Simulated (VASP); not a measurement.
Runs of VASP 6.6.1 on AgO. The structure is that of space group F-43m (No. 216), or close to it. The cells are those of the table. 

| cell | gap on the mesh (eV) | pressure (GPa) |
| --- | --- | --- |
| a = 3.448, b = 3.448, c = 3.491 Å, angles 59.6, 59.6, 60.8°, 2 atoms | none | 3.7 |
| a = 3.406, b = 3.406, c = 3.320 Å, angles 60.8, 60.8, 58.3°, 2 atoms | none | 14.9 |
| a = 3.492, b = 3.492, c = 3.405 Å, angles 60.8, 60.8, 58.4°, 2 atoms | none | (a) |
| a = 3.363, b = 3.363, c = 3.405 Å, angles 59.6, 59.6, 60.8°, 2 atoms | none | (b) |
| a = 3.448, b = 3.448, c = 3.405 Å, angles 60.4, 60.4, 59.2°, 2 atoms | none | 7.0 |

Alike in all rows: task single point; level PBEsol; potentials or basis VASP PAW PBE potentials, release 64 (Ag, O); no spin polarisation; k mesh 18 × 18 × 18; cutoff (eV) 520; smearing gaussian 0.15 eV.

Problem. Estimate the missing entries.

Solution. (a) 3.6; (b) 15.0.

Caveats: the cell stands under pressure; the PAW data sets were made with another functional, which shifts forces and pressure a little; an odd number of electrons without spin polarisation forces a metal; a magnetic or distorted state may lie lower.

A k mesh can miss the band edges, and the runs leave out spin-orbit coupling on Ag.

A gap of «none» marks levels without a gap at the run's occupations.
